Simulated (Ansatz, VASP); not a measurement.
**HgTe in VASP and in Ansatz**

```
Hg Te
1.0
     0.00000    3.07712    3.07712
     3.07712    0.00000    3.07712
     3.07712    3.07712    0.00000
Hg Te
1 1
Cartesian
  0.0000 0.0000 0.3750
  3.0771 3.0771 3.0771
```

Change from the starting cell: all Hg atoms moved +0.375 Å, as atom 1 along Cartesian [0 0 1].

Alike in both runs: task single point; functional PBE; k mesh 14 × 14 × 14; occupations gaussian, width 0.15 eV; no spin polarisation.

|  | VASP | Ansatz |
| --- | --- | --- |
| version | VASP 6.6.1 | Ansatz 0.2.0 |
| potentials or method | VASP PAW PBE potentials, release 64 (Hg, Te), cutoff 520 eV | scalar-relativistic, plane waves, PAW |
| valence electrons in the cell | 18 | 36 |

|  | VASP | Ansatz | Ansatz less VASP |
| --- | --- | --- | --- |
| gap on the k mesh at the Fermi level (eV) | none | none | - |
| pressure (GPa) | 2.4 | 2.2 | -0.12 |
| traceless stress, the component that is largest in VASP (GPa) | 5.27 | 5.19 | -0.084 |
| rms of the force components (eV/Å) | 0.590 | 0.579 | -0.0107 |

Atom by atom the forces differ by 0.011 eV/Å (rms over components). A gap of «none» marks a metal or a gap that the smearing closes. VASP's potentials hold 18 valence electrons a cell and Ansatz's 36, so a difference there can come from the potentials and not from the codes.

Spin-orbit coupling is off throughout.
